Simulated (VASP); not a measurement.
Write the native input for VASP 6.6.1 that does the following.

| Quantity | Value |
| --- | --- |
| Task | single point |
| Functional | PBE |
| Potentials or basis | VASP PAW PBE potentials, release 64 (Si, Mo_sv) |
| Cutoff | 520 eV |
| k mesh | 4 × 4 × 4 |
| Occupations | gaussian, width 0.1 eV |
| Spin | collinear spin, ferromagnetic start |
| Starting moments | [0.0, 0.0, 1.0, 1.0, 1.0, 1.0, 1.0, 1.0] μB |
| Dipole correction | no |
| Further INCAR settings | ALGO = Normal; EDIFF = 1e-06; NBANDS = 60 |

The structure of SiMo3 lies in POSCAR:

```
SiMo3
1.0
    4.8889999400      0.0000000000      0.0000000000
    0.0000000000      4.8889999400      0.0000000000
    0.0000000000      0.0000000000      4.8889999400
Si Mo
2 6
Direct
    0.0000000000      0.0000000000      0.0000000000
    0.5000000000      0.5000000000      0.5000000000
    0.2500000000      0.0000000000      0.5000000000
    0.5000000000      0.7500000000      0.0000000000
    0.7500000000      0.0000000000      0.5000000000
    0.5000000000      0.2500000000      0.0000000000
    0.0000000000      0.5000000000      0.7500000000
    0.0000000000      0.5000000000      0.2500000000
```

One way to write it, as run:

INCAR

```
PREC = Accurate
ENCUT = 520
EDIFF = 1E-6
ISMEAR = 0
SIGMA = 0.1
LREAL = False
LASPH = True
NELM = 150
ALGO = Normal
ISIF = 2
LWAVE = False
LCHARG = True
ISPIN = 2
MAGMOM = 0 0 1 1 1 1 1 1
LORBIT = 11
LMAXMIX = 4
GGA = PE
LELF = True
LVHAR = True
NBANDS = 60
```

KPOINTS

```
Automatic mesh
0
Gamma
  4 4 4
```

Potentials or basis: VASP PAW PBE potentials, release 64 (Si, Mo_sv).

Launch:

```console
$ cat potpaw_PBE.64/Si/POTCAR potpaw_PBE.64/Mo_sv/POTCAR > POTCAR
$ mpirun -np 1 vasp_std > vasp.out
```

It gave:

```
Pressure                                              : 4.1 GPa
Band gap on the k mesh                                : zero (filled and empty bands overlap)
Net moment                                            : 0.00 μB per cell
Valence electrons inside the program's atomic spheres : Si 1.61; Mo 12.61
```

Run time: 2.1 min on 1 thread of Intel Xeon 6975P-C, on a shared host, peak memory 0.29 GiB.
